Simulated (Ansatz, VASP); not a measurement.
## Co in VASP and in Ansatz

```
Co
1.0
     2.48929    0.00000    0.00000
     0.00000    2.48929    0.00000
     0.00000    0.00000    3.51848
Co
2
Direct
  0.00000 0.00000 0.00000
  0.50000 0.50000 0.50000
```

Alike in both runs: task single point; functional revPBE; k mesh 14 × 14 × 10; occupations fermi-dirac, width 0.05 eV; collinear spin.

|  | VASP | Ansatz |
| --- | --- | --- |
| version | VASP 6.6.1 | Ansatz 0.2.0 |
| potentials or method | VASP PAW PBE potentials, release 64 (Co), cutoff 520 eV | plane waves (420 eV) with PAW, scalar-relativistic |
| valence electrons in the cell | 18 | 34 |

VASP gave:

```
pressure (GPa)                                                : 3.9
traceless stress, the component that is largest in VASP (GPa) : -0.12
net moment per atom (μB)                                      : 1.66
size of the moment on the site where the two differ most (μB) : 1.68
```

Q: Estimate Ansatz's values.

A: Pressure (GPa): 4.7; traceless stress, the component that is largest in VASP (GPa): -0.16; net moment per atom (μB): 1.67; size of the moment on the site where the two differ most (μB): 1.74.

VASP's potentials were made for PBE, not for revPBE. Site moments also hang on the region over which each program counts them. VASP's potentials hold 18 valence electrons a cell and Ansatz's 34, so a difference there can come from the potentials and not from the codes.
